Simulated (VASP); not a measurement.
Runs of VASP 6.6.1 on SrO. The structure is that of space group P6_3/mmc (No. 194), or close to it. The cells are those of the table. 

| level | cell | k mesh | gap on the mesh (eV) | pressure (GPa) |
| --- | --- | --- | --- | --- |
| PBE | a = 4.246, b = 4.246, c = 5.131 Å, angles 90.0, 90.0, 120.0°, 4 atoms | 6 × 6 × 4 | 2.69 | 2.8 |
| PBE | a = 4.202, b = 4.202, c = 5.077 Å, angles 90.0, 90.0, 120.0°, 4 atoms | 6 × 6 × 4 | (a) | 5.5 |
| PBE | a = 4.270, b = 4.270, c = 5.144 Å, angles 90.0, 90.0, 120.0°, 4 atoms | 12 × 12 × 6 | 2.64 | (c) |
| r2SCAN | a = 4.312, b = 4.312, c = 5.195 Å, angles 90.0, 90.0, 120.0°, 4 atoms | 6 × 6 × 4 | 2.93 | -1.7 |
| r2SCAN | a = 4.270, b = 4.270, c = 5.144 Å, angles 90.0, 90.0, 120.0°, 4 atoms | 6 × 6 × 4 | 3.02 | 0.5 |
| r2SCAN | a = 4.227, b = 4.227, c = 5.093 Å, angles 90.0, 90.0, 120.0°, 4 atoms | 6 × 6 × 4 | 3.12 | (d) |
| PBE | a = 4.332, b = 4.332, c = 5.235 Å, angles 90.0, 90.0, 120.0°, 4 atoms | 6 × 6 × 4 | 2.50 | (b) |
| PBE | a = 4.374, b = 4.374, c = 5.285 Å, angles 90.0, 90.0, 120.0°, 4 atoms | 6 × 6 × 4 | 2.41 | -3.2 |

Alike in all rows: task single point; potentials or basis VASP PAW PBE potentials, release 64 (Sr_sv, O); no spin polarisation; cutoff (eV) 520; smearing gaussian 0.01 eV.

Question: Estimate the missing entries.

Answer: (a) 2.79; (b) -1.5; (c) 1.7; (d) 3.0.

Caveats: the PAW data sets were made with another functional, which shifts forces and pressure a little (at least some runs); the cell stands under pressure (at least some runs); the cell stands under tension (at least some runs).

A k mesh can miss the band edges, and the runs leave out spin-orbit coupling on Sr.
